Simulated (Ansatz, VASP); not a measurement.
**Two plane-wave programs on Si**

The input INCAR:

```
SYSTEM = Si
  PREC = Accurate
  ENCUT = 520
  EDIFF = 1E-6
  ISMEAR = 0
  SIGMA = 0.15
  LREAL = .False.
  LASPH = .True.
  NELM = 80
  ALGO = Normal
  ISIF = 2
  LWAVE = .False.
  LCHARG = .False.
  GGA = PE
  NBANDS = 26
```

File KPOINTS:

```
Automatic mesh
0
Gamma
  10 10 10
  0 0 0
```

POSCAR

```
Si
1.0
   -3.2996632653      3.2996632653      3.2996632653
    3.2996632653     -3.2996632653      3.2996632653
    3.2996632653      3.2996632653     -3.2996632653
Si
8
Direct
    0.2028545115      0.2028545115      0.2028545115
    0.5000000000      0.0000000000      0.2971454885
    0.2971454885      0.5000000000      0.0000000000
    0.0000000000      0.2971454885      0.5000000000
    0.7971454885      0.7971454885      0.7971454885
    0.5000000000      0.0000000000      0.7028545115
    0.7028545115      0.5000000000      0.0000000000
    0.0000000000      0.7028545115      0.5000000000
```

Input for Ansatz:

```yaml
crystal:
  lattice:
    - [-3.2996632653, 3.2996632653, 3.2996632653]
    - [3.2996632653, -3.2996632653, 3.2996632653]
    - [3.2996632653, 3.2996632653, -3.2996632653]
  atoms:
    - { symbol: Si, position: [0.2028545115, 0.2028545115, 0.2028545115] }
    - { symbol: Si, position: [0.5, 0.0, 0.2971454885] }
    - { symbol: Si, position: [0.2971454885, 0.5, 0.0] }
    - { symbol: Si, position: [0.0, 0.2971454885, 0.5] }
    - { symbol: Si, position: [0.7971454885, 0.7971454885, 0.7971454885] }
    - { symbol: Si, position: [0.5, 0.0, 0.7028545115] }
    - { symbol: Si, position: [0.7028545115, 0.5, 0.0] }
    - { symbol: Si, position: [0.0, 0.7028545115, 0.5] }
basis:
  ecutwfc: 420
kpoints:
  mp_grid: { grid: [10, 10, 10] }
hamiltonian:
  xc: pbe
  pseudopotentials: { kind: paw, azcp: { folder: soft_1 } }
scf:
  occupations: { method: gaussian, width: 0.15 }
output:
  forces: true
  stress: true
  eigenvalues: true
```

Alike in both runs: task single point; functional PBE; k mesh 10 × 10 × 10; occupations gaussian, width 0.15 eV; no spin polarisation.

|  | VASP | Ansatz |
| --- | --- | --- |
| version | VASP 6.6.1 | Ansatz 0.2.0 |
| potentials or method | VASP PAW PBE potentials, release 64 (Si), cutoff 520 eV | scalar-relativistic, plane waves, PAW |
| valence electrons in the cell | 32 | 32 |

```tsv
	VASP	Ansatz	Ansatz less VASP
gap on the k mesh at the Fermi level (eV)	none	none	-
pressure (GPa)	2.7	2.7	+0.07
rms of the force components (eV/Å)	0.074	0.076	+0.0012
```

Atom by atom the forces differ by 0.001 eV/Å (rms over components). A gap of «none» marks a metal or a gap that the smearing closes.
